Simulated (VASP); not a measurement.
# Hg (R-3m) in VASP: further runs

Hg is run at these levels: PBE; tasks: single point.

All numbers are computed with VASP 6.6.1; they aren't measurements. Logs are shortened: lines on timing, memory, paths and dates and some standing lists are left out, and cuts for length are marked.

## (1) The cell of the first run

It takes space group R-3m (No. 166, trigonal). Conventional cell: a = 3.390 Å, b = 3.390 Å, c = 6.566 Å, α = 90.00°, β = 90.00°, γ = 120.00°. Hg (site symmetry -3m) has 12 Hg at 2.94 to 3.39 Å within 3.9 Å.

## (2) Single point, PBE (21.78 Å³/atom)

INCAR

```
ALGO = Normal
EDIFF = 1E-6
ENCUT = 520
GGA = PE
ISIF = 2
ISMEAR = -1
LASPH = T
LCHARG = T
LELF = T
LREAL = F
LVHAR = T
LWAVE = F
NBANDS = 12
NELM = 100
PREC = Accurate
SIGMA = 0.03
```

KPOINTS

```
k-points
0
Gamma
  12 12 12
```

POSCAR

```
Hg
1.0
    1.6949848368      0.9785999518      2.1887833115
   -1.6949848368      0.9785999518      2.1887833115
    0.0000000000     -1.9571999036      2.1887833115
Hg
1
Direct
    0.0000000000      0.0000000000      0.0000000000
```

Potentials or basis: VASP PAW PBE potentials, release 64 (Hg).

The run is started by

```sh
cat potpaw_PBE.64/Hg/POTCAR > POTCAR
mpirun -np 1 vasp_std > vasp.out
```

OUTCAR:

```text
EDIFF = 1E-6
   ENCUT = 520
   GGA = PE
   ISIF = 2
   ISMEAR = -1
   LASPH = T
   LREAL = F
   NELM = 100
   PREC = Accurate

 ion  position               nearest neighbor table
   1  0.000  0.000  0.000-

  LATTYP: Found a trigonal (rhomboedric) cell.
 ALAT       =     2.9362227176
 COS(alpha) =     0.3335253405

  Lattice vectors:

 A1 = (   1.6949848368,   0.9785999518,   2.1887833115)
 A2 = (  -1.6949848368,   0.9785999518,   2.1887833115)
 A3 = (   0.0000000000,  -1.9571999036,   2.1887833115)

Analysis of symmetry for initial positions (statically):
=====================================================================
 Subroutine PRICEL returns:
 Original cell was already a primitive cell.

 Routine SETGRP: Setting up the symmetry group for a
 trigonal (rhombohedral) supercell.

 Subroutine GETGRP returns: Found 12 space group operations
 (whereof 12 operations were pure point group operations)
 out of a pool of 12 trial point group operations.

The static configuration has the point symmetry D_3d.

Analysis of symmetry for dynamics (positions and initial velocities):
=====================================================================
 Subroutine PRICEL returns:
 Original cell was already a primitive cell.

 Routine SETGRP: Setting up the symmetry group for a
 trigonal (rhombohedral) supercell.

 Subroutine GETGRP returns: Found 12 space group operations
 (whereof 12 operations were pure point group operations)
 out of a pool of 12 trial point group operations.

The dynamic configuration has the point symmetry D_3d.

 Subroutine INISYM returns: Found 12 space group operations
 (whereof 12 operations are pure point group operations),
 and found     1 'primitive' translations

----------------------------------------------------------------------------------------

                                     Primitive cell

  volume of cell :      21.7834

  direct lattice vectors                    reciprocal lattice vectors
     1.694984837  0.978599952  2.188783311     0.294987890  0.170311337  0.152291609
    -1.694984837  0.978599952  2.188783311    -0.294987890  0.170311337  0.152291609
     0.000000000 -1.957199904  2.188783311     0.000000000 -0.340622675  0.152291609

  length of vectors
     2.936222718  2.936222718  2.936222718     0.373117329  0.373117329  0.373117329

  position of ions in fractional coordinates (direct lattice)
     0.000000000  0.000000000  0.000000000

  ion indices of the primitive-cell ions
   primitive index   ion index
                 1           1

----------------------------------------------------------------------------------------

 KPOINTS: k-points

Automatic generation of k-mesh.
 Grid dimensions read from file:
 generate k-points for:   12   12   12

 Generating k-lattice:

  Cartesian coordinates                     Fractional coordinates (reciprocal lattice)
     0.024582324  0.014192611  0.012690967     0.083333333  0.000000000  0.000000000
    -0.024582324  0.014192611  0.012690967     0.000000000  0.083333333  0.000000000
     0.000000000 -0.028385223  0.012690967     0.000000000  0.000000000  0.083333333

  Length of vectors
     0.031093111  0.031093111  0.031093111

  Shift w.r.t. Gamma in fractional coordinates (k-lattice)
     0.000000000  0.000000000  0.000000000

 Subroutine IBZKPT returns following result:
 ===========================================

 Found    189 irreducible k-points:

 Following reciprocal coordinates:
            Coordinates               Weight
  0.000000  0.000000  0.000000      1.000000
  0.083333  0.000000  0.000000      6.000000
  0.166667 -0.000000  0.000000      6.000000
  0.250000 -0.000000  0.000000      6.000000
  0.333333  0.000000  0.000000      6.000000
  0.416667  0.000000  0.000000      6.000000
[... 16 lines left out ...]
  0.500000  0.166667  0.000000     12.000000
 -0.416667  0.166667 -0.000000     12.000000
 [... further k-points ...]
   k-points           NKPTS =    189   k-points in BZ     NKDIM =    189   number of bands    NBANDS=     12
   number of dos      NEDOS =    301   number of ions     NIONS =      1
   total plane-waves  NPLWV =  13824
   dimension x,y,z NGX =    24 NGY =   24 NGZ =   24
   dimension x,y,z NGXF=    48 NGYF=   48 NGZF=   48
   ions per type =               1
   NGX,Y,Z   is equivalent  to a cutoff of  13.59, 13.59, 13.59 a.u.
   NGXF,Y,Z  is equivalent  to a cutoff of  27.18, 27.18, 27.18 a.u.
 SYSTEM =  unknown system
   PREC   = accura    normal or accurate (medium, high low for compatibility)
   ISTART =      0    job   : 0-new  1-cont  2-samecut
   ICHARG =      2    charge: 1-file 2-atom 10-const
   ISPIN  =      1    spin polarized calculation?
   LNONCOLLINEAR =      F non collinear calculations
   LSORBIT =      F    spin-orbit coupling
   LASPH  =      T    aspherical Exc in radial PAW
   ENCUT  =  520.0 eV  38.22 Ry    6.18 a.u.   5.46  5.46  5.46*2*pi/ulx,y,z
   NELM   =    100;   NELMIN=  2; NELMDL= -5     # of ELM steps
   EDIFF  = 0.1E-05   stopping-criterion for ELM
   LREAL  =      F    real-space projection
   EDIFFG = 0.1E-04   stopping-criterion for IOM
   NSW    =      0    number of steps for IOM
   IBRION =     -1    ionic relax: 0-MD 1-quasi-New 2-CG
   NFREE  =      0    steps in history (QN), initial steepest desc. (CG)
   ISIF   =      2    stress and relaxation
   ISYM   =      2    0-nonsym 1-usesym 2-fastsym
   POTIM  = 0.5000    time-step for ionic-motion
   TEBEG  =    0.0;   TEEND  =   0.0 temperature during run
   PSTRESS=    0.0 pullay stress
   NELECT =      12.0000    total number of electrons
   NUPDOWN=      -1.0000    fix difference up-down
   EMIN   =  10.00;   EMAX   =-10.00  energy-range for DOS
   EFERMI =   0.00;   METHOD = LEGACY
   ISMEAR =    -1;   SIGMA  =   0.03  broadening in eV -4-tet -1-fermi 0-gaus
   EFERMI_NEDOS =   21; number of points for ismear=-14 and -15
   IALGO  =     38    algorithm
   IMIX   =      4    mixing-type and parameters
     AMIX     =   0.40;   BMIX     =  1.00
     AMIX_MAG =   1.60;   BMIX_MAG =  1.00
  volume/ion in A,a.u.               =      21.78       147.00
  Fermi-wavevector in a.u.,A,eV,Ry     =   1.342024  2.536057 24.504474  1.801028
  Thomas-Fermi vector in A             =   2.470211
   LORBIT       =      0    0 simple, 1 ext, 2 COOP (PROOUT), +10 PAW based schemes
   GGA     = PE    functional components
[... 5 lines left out ...]
 non-spin polarized calculation
  energy-cutoff  :      520.00
  volume of cell :       21.78
 maximum number of plane-waves:       606
 NGX is ok and might be reduce to    24
   NGX = 11   NGY = 11   NGZ = 11

 number of electron      11.9999997 magnetization

 Free energy of the ion-electron system (eV)
  ---------------------------------------------------
  ext. energy  EPLUGINS =         0.00000000
  ---------------------------------------------------
  free energy    TOTEN  =        -0.00150184 eV

  energy without entropy =       -0.00038424  energy(sigma->0) =       -0.00094304

 E-fermi :   3.4763     XC(G=0): -11.2871

 val. band max:        3.3688909790   @ k =  -0.4167   0.4167   0.0833
 cond. band min:       3.4771167813   @ k =   0.5000   0.1667   0.0833
 fundamental gap:      0.1082258023
 Fermi energy:         3.4762697816

 k-point     1 :       0.0000    0.0000    0.0000
  band No.  band energies     occupation
      1      -6.3838      2.00000
      2      -4.6017      2.00000
      3      -4.6017      2.00000
      4      -3.1298      2.00000
      5      -2.9312      2.00000
      6      -2.9312      2.00000
      7      15.9041      0.00000
      8      16.6244      0.00000
      9      16.6244      0.00000
     10      21.3514      0.00000
     11      22.6863      0.00000
     12      22.6863      0.00000

 k-point     2 :       0.0833    0.0000    0.0000
  band No.  band energies     occupation
      1      -6.2178      2.00000
      2      -4.5893      2.00000
      3      -4.5499      2.00000
      4      -3.1263      2.00000
      5      -2.9549      2.00000
      6      -2.9397      2.00000
      7      14.8812      0.00000
      8      16.1772      0.00000
      9      16.7405      0.00000
     10      21.8871      0.00000
     11      22.5327      0.00000
     12      23.5162      0.00000

 k-point     3 :       0.1667   -0.0000    0.0000
  band No.  band energies     occupation
      1      -5.7931      2.00000
      2      -4.5642      2.00000
      3      -4.3431      2.00000
      4      -3.1052      2.00000
      5      -3.0062      2.00000
      6      -2.9509      2.00000
      7      12.0861      0.00000
      8      16.4058      0.00000
      9      16.9944      0.00000
     10      21.9965      0.00000
     11      22.1866      0.00000
     12      23.7962      0.00000

 k-point     4 :       0.2500   -0.0000    0.0000
  band No.  band energies     occupation
      1      -5.4010      2.00000
      2      -4.5541      2.00000
      3      -3.7345      2.00000
      4      -3.0891      2.00000
      5      -3.0423      2.00000
      6      -2.8996      2.00000
      7       9.1394      0.00000
      8      16.5682      0.00000
      9      17.1355      0.00000
     10      21.9739      0.00000
     11      21.9985      0.00000
     12      22.9904      0.00000

 k-point     5 :       0.3333    0.0000    0.0000
  band No.  band energies     occupation
      1      -5.2684      2.00000
      2      -4.5739      2.00000
      3      -3.1122      2.00000
      4      -3.0371      2.00000
      5      -2.7637      2.00000
      6      -2.5070      2.00000
      7       6.2995      0.00000
      8      16.4845      0.00000
      9      16.9980      0.00000
     10      21.7482      0.00000
     11      22.2035      0.00000
     12      22.3527      0.00000

 k-point     6 :       0.4167    0.0000    0.0000
  band No.  band energies     occupation
      1      -5.2624      2.00000
      2      -4.6064      2.00000
      3      -3.1362      2.00000
      4      -3.0081      2.00000
      5      -2.6163      2.00000
      6      -0.8105      2.00000
      7       3.6600      0.00436
      8      16.2788      0.00000
      9      16.7495      0.00000
     10      21.4289      0.00000
     11      21.8591      0.00000
     12      22.5534      0.00000

 k-point     7 :       0.5000   -0.0000    0.0000
  band No.  band energies     occupation
      1      -5.2706      2.00000
      2      -4.6218      2.00000
      3      -3.1458      2.00000
      4      -2.9926      2.00000
      5      -2.5574      2.00000
      6       1.1205      2.00000
      7       1.4199      2.00000
      8      16.1778      0.00000
      9      16.6361      0.00000
     10      21.2492      0.00000
     11      21.7380      0.00000
     12      22.7050      0.00000

 k-point     8 :       0.0833    0.0833    0.0000
  band No.  band energies     occupation
      1      -6.1232      2.00000
      2      -4.5815      2.00000
      3      -4.4716      2.00000
      4      -3.1798      2.00000
      5      -3.0123      2.00000
      6      -2.9234      2.00000
      7      15.6102      0.00000
      8      15.7419      0.00000
      9      16.1742      0.00000
     10      22.3712      0.00000
     11      22.5751      0.00000
     12      23.2814      0.00000
[... 166 lines left out ...]
 k-point    20 :       0.2500    0.1667    0.0000
  band No.  band energies     occupation
      1      -5.0973      2.00000
      2      -4.3529      2.00000
      3      -3.9320      2.00000
      4      -3.2709      2.00000
      5      -3.0316      2.00000
      6      -2.8771      2.00000
      7      11.1593      0.00000
      8      15.3406      0.00000
      9      16.1186      0.00000
     10      17.9143      0.00000
     11      21.8225      0.00000
     12      24.2412      0.00000

 k-point    21 :       0.3333    0.1667    0.0000
  band No.  band energies     occupation
      1      -4.9921      2.00000
      2      -4.1769      2.00000
      3      -3.9497      2.00000
      4      -3.0415      2.00000
      5      -2.8181      2.00000
      6      -2.3074      2.00000
      7       8.2151      0.00000
      8      15.2954      0.00000
      9      16.0590      0.00000
     10      18.0087      0.00000
     11      20.9983      0.00000
     12      24.2049      0.00000

 k-point    22 :       0.4167    0.1667   -0.0000
  band No.  band energies     occupation
      1      -4.9970      2.00000
      2      -4.2794      2.00000
      3      -3.7198      2.00000
      4      -3.0685      2.00000
      5      -2.7176      2.00000
      6      -0.8298      2.00000
      7       5.4390      0.00000
      8      14.2813      0.00000
      9      15.7120      0.00000
     10      19.8960      0.00000
     11      20.4461      0.00000
     12      23.9041      0.00000

 k-point    23 :       0.5000    0.1667    0.0000
  band No.  band energies     occupation
      1      -5.0013      2.00000
      2      -4.3767      2.00000
      3      -3.5005      2.00000
      4      -3.1072      2.00000
      5      -2.6669      2.00000
      6       1.0043      2.00000
      7       2.9478      2.00000
      8      13.0942      0.00000
      9      16.0102      0.00000
     10      19.9256      0.00000
     11      22.2255      0.00000
     12      23.5350      0.00000

 k-point    24 :      -0.4167    0.1667   -0.0000
  band No.  band energies     occupation
      1      -4.9729      2.00000
      2      -4.4117      2.00000
      3      -3.3747      2.00000
      4      -3.1373      2.00000
      5      -2.7140      2.00000
      6       0.6615      2.00000
      7       3.2726      1.99775
      8      12.1849      0.00000
      9      16.6738      0.00000
     10      19.8592      0.00000
     11      23.0306      0.00000
     12      24.1175      0.00000

 [... further k-points ...]

------------------------ aborting loop because EDIFF is reached ----------------------------------------

  FORCE on cell =-STRESS in cart. coord.  units (eV):
  Direction    XX          YY          ZZ          XY          YZ          ZX
  --------------------------------------------------------------------------------------
  -------------------------------------------------------------------------------------
  Total        1.3540964      1.3540964      1.7900743      0.0000000     -0.0000000     -0.0000000
  in kB       99.5944523     99.5944523    131.6608411      0.0000000     -0.0000000     -0.0000000
  external PRESSURE =     110.2832485 kB  Pullay stress =       0.0000000 kB

 VOLUME and BASIS-vectors are now :
 -----------------------------------------------------------------------------
  energy-cutoff  :      520.00
  volume of cell :       21.78
      direct lattice vectors                 reciprocal lattice vectors
     1.694984837  0.978599952  2.188783311     0.294987890  0.170311337  0.152291609
    -1.694984837  0.978599952  2.188783311    -0.294987890  0.170311337  0.152291609
     0.000000000 -1.957199904  2.188783311     0.000000000 -0.340622675  0.152291609

 POSITION                                       TOTAL-FORCE (eV/Angst)
 -----------------------------------------------------------------------------------
      0.00000      0.00000      0.00000        -0.000000     -0.000000      0.000000
 -----------------------------------------------------------------------------------
    total drift:                                0.000000     -0.000000      0.000000

  FREE ENERGIE OF THE ION-ELECTRON SYSTEM (eV)
  ---------------------------------------------------
  free  energy   TOTEN  =        -0.0015018374 eV

  energy  without entropy=       -0.0003842388  energy(sigma->0) =       -0.00094304
```

It took 15 s on 1 thread of Intel Xeon Platinum 8488C (Sapphire Rapids), shared host; peak memory 0.17 GiB.

What came out:

```yaml
Free_energy: -0.0015 eV
Pressure: 11.0 GPa
Band_gap_on_the_k_mesh: zero (bands 6 and 7 overlap by 3.56 eV)
```

Stress tensor (GPa, compression positive):
```
 9.96  0.00  0.00
 0.00  9.96  0.00
 0.00  0.00 13.17
```

Caveat: the cell stands under pressure; spin-orbit coupling is left out, which moves the levels of the heavy elements.

(Part 1 of 2 ends here.)
